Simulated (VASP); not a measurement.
# Rh (Fm-3m) in VASP: further runs

The runs below take Rh through single point, with PBE.

All numbers are computed with VASP 6.6.1; they aren't measurements. Logs are shortened: lines on timing, memory, paths and dates and some standing lists are left out, and cuts for length are marked.

## 1. The cell of the first run

Symmetry: Fm-3m, No. 225, cubic system. The conventional cell has a = 3.665 Å, b = 3.665 Å, c = 3.665 Å, α = 90.00°, β = 90.00°, γ = 90.00°. Within 3.4 Å of Rh (site symmetry m-3m) lie 12 Rh at 2.59 Å.

## 2. Single point, PBE

INCAR reads:

```
SYSTEM = Rh
PREC     = Accurate       ! precision mode
ENCUT    = 500            ! plane-wave cutoff, eV
EDIFF    = 1E-6           ! SCF threshold, eV
ISMEAR   = 1              ! smearing method
SIGMA    = 0.05           ! smearing width, eV
LREAL    = .False.        ! projectors in reciprocal space
LASPH    = .True.         ! aspherical terms in the spheres
NELM     = 120            ! most SCF steps
ALGO     = Normal         ! electronic algorithm
ISIF     = 2              ! what is computed and relaxed
LWAVE    = .False.        ! write WAVECAR
LCHARG   = .False.        ! write CHGCAR
GGA      = PE             ! functional
NBANDS   = 14             ! bands
GGA_COMPAT= .False.
```

KPOINTS reads:

```
Automatic mesh
0
Gamma
  13 13 13
  0 0 0
```

POSCAR reads:

```
Rh
1.0
    0.0000000000      1.8323540286      1.8323540286
    1.8323540286      0.0000000000      1.8323540286
    1.8323540286      1.8323540286      0.0000000000
Rh
1
Direct
    0.0000000000      0.0000000000      0.0000000000
```

Potentials or basis: VASP PAW PBE potentials, release 64 (Rh_pv).

Run with:

```sh
> cat potpaw_PBE.64/Rh_pv/POTCAR > POTCAR
> mpirun -np 1 vasp_std > vasp.out
```

OUTCAR:

```text
SYSTEM = Rh
   PREC = Accurate
   ENCUT = 500
   EDIFF = 1E-6
   ISMEAR = 1
   LREAL = .False.
   LASPH = .True.
   NELM = 120
   ISIF = 2
   GGA = PE

 ion  position               nearest neighbor table
   1  0.000  0.000  0.000-

  LATTYP: Found a face centered cubic cell.
 ALAT       =     3.6647080572

  Lattice vectors:

 A1 = (   0.0000000000,   1.8323540286,   1.8323540286)
 A2 = (   1.8323540286,   0.0000000000,   1.8323540286)
 A3 = (   1.8323540286,   1.8323540286,   0.0000000000)

Analysis of symmetry for initial positions (statically):
=====================================================================
 Subroutine PRICEL returns:
 Original cell was already a primitive cell.

 Routine SETGRP: Setting up the symmetry group for a
 face centered cubic supercell.

 Subroutine GETGRP returns: Found 48 space group operations
 (whereof 48 operations were pure point group operations)
 out of a pool of 48 trial point group operations.

The static configuration has the point symmetry O_h .

Analysis of symmetry for dynamics (positions and initial velocities):
=====================================================================
 Subroutine PRICEL returns:
 Original cell was already a primitive cell.

 Routine SETGRP: Setting up the symmetry group for a
 face centered cubic supercell.

 Subroutine GETGRP returns: Found 48 space group operations
 (whereof 48 operations were pure point group operations)
 out of a pool of 48 trial point group operations.

The dynamic configuration has the point symmetry O_h .

 Subroutine INISYM returns: Found 48 space group operations
 (whereof 48 operations are pure point group operations),
 and found     1 'primitive' translations

----------------------------------------------------------------------------------------

                                     Primitive cell

  volume of cell :      12.3043

  direct lattice vectors                    reciprocal lattice vectors
     0.000000000  1.832354029  1.832354029    -0.272873032  0.272873032  0.272873032
     1.832354029  0.000000000  1.832354029     0.272873032 -0.272873032  0.272873032
     1.832354029  1.832354029  0.000000000     0.272873032  0.272873032 -0.272873032

  length of vectors
     2.591339918  2.591339918  2.591339918     0.472629956  0.472629956  0.472629956

  position of ions in fractional coordinates (direct lattice)
     0.000000000  0.000000000  0.000000000

  ion indices of the primitive-cell ions
   primitive index   ion index
                 1           1

----------------------------------------------------------------------------------------

 KPOINTS: Automatic mesh

Automatic generation of k-mesh.
 Grid dimensions read from file:
 generate k-points for:   13   13   13

 Generating k-lattice:

  Cartesian coordinates                     Fractional coordinates (reciprocal lattice)
    -0.020990233  0.020990233  0.020990233     0.076923077  0.000000000  0.000000000
     0.020990233 -0.020990233  0.020990233     0.000000000  0.076923077  0.000000000
     0.020990233  0.020990233 -0.020990233     0.000000000  0.000000000  0.076923077

  Length of vectors
     0.036356150  0.036356150  0.036356150

  Shift w.r.t. Gamma in fractional coordinates (k-lattice)
     0.000000000  0.000000000  0.000000000

 Subroutine IBZKPT returns following result:
 ===========================================

 Found     84 irreducible k-points:

 Following reciprocal coordinates:
            Coordinates               Weight
  0.000000  0.000000  0.000000      1.000000
  0.076923  0.000000  0.000000      8.000000
  0.153846  0.000000  0.000000      8.000000
  0.230769  0.000000  0.000000      8.000000
  0.307692  0.000000  0.000000      8.000000
  0.384615  0.000000  0.000000      8.000000
[... 16 lines left out ...]
  0.384615  0.153846  0.000000     24.000000
  0.461538  0.153846  0.000000     24.000000
 [... further k-points ...]
   k-points           NKPTS =     84   k-points in BZ     NKDIM =     84   number of bands    NBANDS=     14
   number of dos      NEDOS =    301   number of ions     NIONS =      1
   total plane-waves  NPLWV =   8000
   dimension x,y,z NGX =    20 NGY =   20 NGZ =   20
   dimension x,y,z NGXF=    40 NGYF=   40 NGZF=   40
   ions per type =               1
   NGX,Y,Z   is equivalent  to a cutoff of  12.83, 12.83, 12.83 a.u.
   NGXF,Y,Z  is equivalent  to a cutoff of  25.66, 25.66, 25.66 a.u.
 SYSTEM =  Rh
   PREC   = accura    normal or accurate (medium, high low for compatibility)
   ISTART =      0    job   : 0-new  1-cont  2-samecut
   ICHARG =      2    charge: 1-file 2-atom 10-const
   ISPIN  =      1    spin polarized calculation?
   LNONCOLLINEAR =      F non collinear calculations
   LSORBIT =      F    spin-orbit coupling
   LASPH  =      T    aspherical Exc in radial PAW
   ENCUT  =  500.0 eV  36.75 Ry    6.06 a.u.   4.72  4.72  4.72*2*pi/ulx,y,z
   NELM   =    120;   NELMIN=  2; NELMDL= -5     # of ELM steps
   EDIFF  = 0.1E-05   stopping-criterion for ELM
   LREAL  =      F    real-space projection
   EDIFFG = 0.1E-04   stopping-criterion for IOM
   NSW    =      0    number of steps for IOM
   IBRION =     -1    ionic relax: 0-MD 1-quasi-New 2-CG
   NFREE  =      0    steps in history (QN), initial steepest desc. (CG)
   ISIF   =      2    stress and relaxation
   ISYM   =      2    0-nonsym 1-usesym 2-fastsym
   POTIM  = 0.5000    time-step for ionic-motion
   TEBEG  =    0.0;   TEEND  =   0.0 temperature during run
   PSTRESS=    0.0 pullay stress
   NELECT =      15.0000    total number of electrons
   NUPDOWN=      -1.0000    fix difference up-down
   EMIN   =  10.00;   EMAX   =-10.00  energy-range for DOS
   EFERMI =   0.00;   METHOD = LEGACY
   ISMEAR =     1;   SIGMA  =   0.05  broadening in eV -4-tet -1-fermi 0-gaus
   EFERMI_NEDOS =   21; number of points for ismear=-14 and -15
   IALGO  =     38    algorithm
   IMIX   =      4    mixing-type and parameters
     AMIX     =   0.40;   BMIX     =  1.00
     AMIX_MAG =   1.60;   BMIX_MAG =  1.00
  volume/ion in A,a.u.               =      12.30        83.03
  Fermi-wavevector in a.u.,A,eV,Ry     =   1.748850  3.304847 41.613091  3.058476
  Thomas-Fermi vector in A             =   2.819877
   LORBIT       =      0    0 simple, 1 ext, 2 COOP (PROOUT), +10 PAW based schemes
   GGA     = PE    functional components
   LHFCALC =     F    Hartree Fock is set to
   AEXX    =    0.0000 exact exchange contribution
   IVDW    =     0    specifies the selected vdW correction
   LEPSILON=     F    determine dielectric tensor
   LRPA    =     F    only Hartree local field effects (RPA)
 non-spin polarized calculation
 Methfessel and Paxton  Order N= 1 SIGMA  =   0.05
  energy-cutoff  :      500.00
  volume of cell :       12.30
 maximum number of plane-waves:       331
   NGX =  9   NGY =  9   NGZ =  9

 number of electron      15.0000001 magnetization

 Free energy of the ion-electron system (eV)
  ---------------------------------------------------
  ext. energy  EPLUGINS =         0.00000000
  ---------------------------------------------------
  free energy    TOTEN  =        -7.03069276 eV

  energy without entropy =       -7.03116530  energy(sigma->0) =       -7.03085027

 E-fermi :  14.0300     XC(G=0): -14.7599

 val. band max:       14.0053302327   @ k =   0.3077   0.2308   0.0000
 cond. band min:      14.0325698238   @ k =  -0.1538   0.1538   0.0000
 fundamental gap:      0.0272395911
 Fermi energy:        14.0300406125

 k-point     1 :       0.0000    0.0000    0.0000
  band No.  band energies     occupation
      1     -32.5100      2.00000
      2     -32.5100      2.00000
      3     -32.5100      2.00000
      4       5.2697      2.00000
      5      10.4093      2.00000
      6      10.4093      2.00000
      7      10.4093      2.00000
      8      12.8958      2.00000
      9      12.8958      2.00000
     10      29.9101      0.00000
     11      34.2707      0.00000
     12      36.0232      0.00000
     13      36.0232      0.00000
     14      36.0232      0.00000

 k-point     2 :       0.0769    0.0000    0.0000
  band No.  band energies     occupation
      1     -32.5740      2.00000
      2     -32.5184      2.00000
      3     -32.5184      2.00000
      4       5.5337      2.00000
      5      10.2853      2.00000
      6      10.5161      2.00000
      7      10.5161      2.00000
      8      12.8327      2.00000
      9      12.8327      2.00000
     10      30.3295      0.00000
     11      34.2695      0.00000
     12      34.7783      0.00000
     13      36.4406      0.00000
     14      36.4406      0.00000

 k-point     3 :       0.1538    0.0000    0.0000
  band No.  band energies     occupation
      1     -32.7496      2.00000
      2     -32.5415      2.00000
      3     -32.5415      2.00000
      4       6.2384      2.00000
      5      10.0482      2.00000
      6      10.7496      2.00000
      7      10.7496      2.00000
      8      12.7520      2.00000
      9      12.7520      2.00000
     10      31.3480      0.00000
     11      32.5847      0.00000
     12      34.2733      0.00000
     13      37.6246      0.00000
     14      37.6246      0.00000
[... 324 lines left out ...]
 k-point    23 :       0.3846    0.1538    0.0000
  band No.  band energies     occupation
      1     -33.3028      2.00000
      2     -32.7202      2.00000
      3     -32.7008      2.00000
      4       7.7827      2.00000
      5       9.7872      2.00000
      6      10.4888      2.00000
      7      11.3923      2.00000
      8      14.4948     -0.00000
      9      15.0310      0.00000
     10      27.8659      0.00000
     11      31.9846      0.00000
     12      34.2725      0.00000
     13      35.1466      0.00000
     14      36.9606      0.00000

 k-point    24 :       0.4615    0.1538    0.0000
  band No.  band energies     occupation
      1     -33.4444      2.00000
      2     -32.7725      2.00000
      3     -32.7104      2.00000
      4       7.6598      2.00000
      5       9.7316      2.00000
      6      11.1666      2.00000
      7      11.2066      2.00000
      8      14.8294     -0.00000
      9      16.9496      0.00000
     10      25.2588      0.00000
     11      31.0540      0.00000
     12      34.2720      0.00000
     13      34.8350      0.00000
     14      35.8523      0.00000

 [... further k-points ...]

------------------------ aborting loop because EDIFF is reached ----------------------------------------

  FORCE on cell =-STRESS in cart. coord.  units (eV):
  Direction    XX          YY          ZZ          XY          YZ          ZX
  --------------------------------------------------------------------------------------
  -------------------------------------------------------------------------------------
  Total        3.6917070      3.6917070      3.6917070      0.0000000      0.0000000      0.0000000
  in kB      480.7061159    480.7061159    480.7061159      0.0000000      0.0000000      0.0000000
  external PRESSURE =     480.7061159 kB  Pullay stress =       0.0000000 kB

 VOLUME and BASIS-vectors are now :
 -----------------------------------------------------------------------------
  energy-cutoff  :      500.00
  volume of cell :       12.30
      direct lattice vectors                 reciprocal lattice vectors
     0.000000000  1.832354029  1.832354029    -0.272873032  0.272873032  0.272873032
     1.832354029  0.000000000  1.832354029     0.272873032 -0.272873032  0.272873032
     1.832354029  1.832354029  0.000000000     0.272873032  0.272873032 -0.272873032

 POSITION                                       TOTAL-FORCE (eV/Angst)
 -----------------------------------------------------------------------------------
      0.00000      0.00000      0.00000        -0.000000     -0.000000      0.000000
 -----------------------------------------------------------------------------------
    total drift:                                0.000000      0.000000      0.000000

  FREE ENERGIE OF THE ION-ELECTRON SYSTEM (eV)
  ---------------------------------------------------
  free  energy   TOTEN  =        -7.0306927611 eV

  energy  without entropy=       -7.0311652989  energy(sigma->0) =       -7.03085027
```

Wall time 4.9 s (1 thread of Intel Xeon 6975P-C (Granite Rapids), shared host); peak memory 0.13 GiB.

What came out:

- Free energy: -7.0307 eV
- Pressure: 48.1 GPa

[end of part 1 of 2]
